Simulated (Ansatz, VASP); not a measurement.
## Two plane-wave programs on Nb

INCAR

```
SYSTEM = Nb
PREC = Accurate ; ENCUT = 520
EDIFF = 1E-8 ; ISMEAR = -1
SIGMA = 0.03 ; LREAL = .False.
LASPH = .True. ; NELM = 60
ALGO = Normal ; ISIF = 2
LWAVE = .False. ; LCHARG = .False.
GGA = PS ; LEFG = .True.
NBANDS = 12
```

The input KPOINTS:

```
Automatic mesh
0
Gamma
  15 15 15
  0 0 0
```

POSCAR

```
Nb
1.0
   -1.6639500000      1.6639500000      1.6639500000
    1.6639500000     -1.6639500000      1.6639500000
    1.6639500000      1.6639500000     -1.6639500000
Nb
1
Direct
    0.0000000000      0.0000000000      0.0000000000
```

Input for Ansatz:

```yaml
crystal:
  lattice:
    - [-1.66395, 1.66395, 1.66395]
    - [1.66395, -1.66395, 1.66395]
    - [1.66395, 1.66395, -1.66395]
  atoms:
    - { symbol: Nb, position: [0.0, 0.0, 0.0] }
kpoints:
  mp_grid: { grid: [15, 15, 15] }
  band_path:
    path:
      - [0.0, 0.0, 0.0]
      - [0.5, -0.5, 0.5]
      - [0.0, 0.0, 0.5]
      - [0.0, 0.0, 0.0]
      - [0.25, 0.25, 0.25]
      - [0.5, -0.5, 0.5]
      - [0.25, 0.25, 0.25]
      - [0.0, 0.0, 0.5]
    npoints: 5
scf:
  occupations: { method: fermi_dirac, width: 0.03 }
hamiltonian:
  xc: pbesol
  pseudopotentials: { kind: paw }
output:
  forces: true
  stress: true
  eigenvalues: true
  efg: { contact_densities: true }
```

Alike in both runs: task electric field gradients; functional PBEsol; k mesh 15 × 15 × 15; occupations fermi-dirac, width 0.03 eV; no spin polarisation.

```csv
,VASP,Ansatz
version,VASP 6.6.1,Ansatz 0.2.0
potentials or method,"VASP PAW PBE potentials, release 64 (Nb_sv)","PAW with Ansatz's default frozen-core files, scalar-relativistic"
plane-wave cutoff (eV),520,420
valence electrons in the cell,13,13
```

VASP gave:

```
pressure (GPa) : -8.6
```

Which values does Ansatz return?

Pressure (GPa): -8.3.

VASP's potentials were made for PBE, not for PBEsol.
